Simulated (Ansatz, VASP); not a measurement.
**Two plane-wave programs on Ti2O**

The input INCAR:

```
SYSTEM = Ti2O
PREC     = Accurate       ! precision mode
ENCUT    = 520            ! plane-wave cutoff, eV
EDIFF    = 1E-6           ! SCF threshold, eV
ISMEAR   = 0              ! smearing method
SIGMA    = 0.1            ! smearing width, eV
LREAL    = .False.        ! projectors in reciprocal space
LASPH    = .True.         ! aspherical terms in the spheres
NELM     = 80             ! most SCF steps
ALGO     = Normal         ! electronic algorithm
ISIF     = 2              ! what is computed and relaxed
LWAVE    = .False.        ! write WAVECAR
LCHARG   = .False.        ! write CHGCAR
GGA      = PS             ! functional
NBANDS   = 22             ! bands
```

Contents of KPOINTS:

```
Automatic mesh
0
Gamma
  3 3 2
  0 0 0
```

File POSCAR:

```
Ti2O
1.0
    2.9193980238      0.0000000000      0.0000000000
   -1.4596990119      2.5282728524      0.0000000000
    0.0000000000      0.0000000000      4.7130000000
Ti O
2 1
Direct
    0.6666666667      0.3333333333      0.2787400000
    0.3333333333      0.6666666667      0.7212600000
    0.0000000000      0.0000000000      0.0000000000
```

Input for Ansatz:

```yaml
crystal:
  lattice:
    - [2.9193980238, 0.0, 0.0]
    - [-1.4596990119, 2.5282728524, 0.0]
    - [0.0, 0.0, 4.713]
  atoms:
    - { symbol: Ti, position: [0.6666666667, 0.3333333333, 0.27874] }
    - { symbol: Ti, position: [0.3333333333, 0.6666666667, 0.72126] }
    - { symbol: O, position: [0.0, 0.0, 0.0] }
basis:
  ecutwfc: 420
kpoints:
  mp_grid: { grid: [3, 3, 2] }
hamiltonian:
  xc: pbesol
scf:
  occupations: { method: gaussian, width: 0.1 }
output:
  forces: true
  stress: true
  eigenvalues: true
```

Alike in both runs: task single point; functional PBEsol; k mesh 3 × 3 × 2; occupations gaussian, width 0.1 eV; no spin polarisation.

|  | VASP | Ansatz |
| --- | --- | --- |
| version | VASP 6.6.1 | Ansatz 0.2.0 |
| potentials or method | VASP PAW PBE potentials, release 64 (Ti_sv, O), cutoff 520 eV | scalar-relativistic, plane waves, PAW |
| valence electrons in the cell | 30 | 30 |

```tsv
	VASP	Ansatz	Ansatz less VASP
gap on the k mesh at the Fermi level (eV)	none	none	-
pressure (GPa)	5.9	5.7	-0.24
traceless stress, the component that is largest in VASP (GPa)	4.55	4.56	+0.010
rms of the force components (eV/Å)	0.672	0.693	+0.0217
```

VASP's potentials were made for PBE, not for PBEsol. Atom by atom the forces differ by 0.022 eV/Å (rms over components). A gap of «none» marks a metal or a gap that the smearing closes. The functional is the same, so the differences come from potentials, cutoffs and numerics.

The k mesh is coarse, so the values compare programs but aren't converged.
